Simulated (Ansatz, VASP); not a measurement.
One calculation of ZnSe, two programs

```
Zn Se
1.0
     0.00000    2.78158    2.78158
     2.78158    0.00000    2.78158
     2.78158    2.78158    0.00000
Zn Se
1 1
Direct
  0.00000 0.00000 0.00000
  0.25000 0.25000 0.25000
```

Alike in both runs: task single point; functional LDA; k mesh 6 × 6 × 6; occupations gaussian, width 0.05 eV; no spin polarisation.

|  | VASP | Ansatz |
| --- | --- | --- |
| version | VASP 6.6.1 | Ansatz 0.2.0 |
| potentials or method | VASP PAW LDA potentials, release 64 (Zn, Se), cutoff 520 eV | scalar-relativistic, plane waves, PAW |
| valence electrons in the cell | 18 | 28 |

```tsv
	VASP	Ansatz	Ansatz less VASP
gap on the k mesh at the Fermi level (eV)	1.30	1.26	-0.040
least direct gap on the mesh (eV)	1.30	1.26	-0.040
pressure (GPa)	0.6	0.2	-0.37
```

LDA's correlation is that of Perdew and Zunger in VASP and of Perdew and Wang (1992) in Ansatz. VASP's potentials hold 18 valence electrons a cell and Ansatz's 28, so a difference there can come from the potentials and not from the codes.
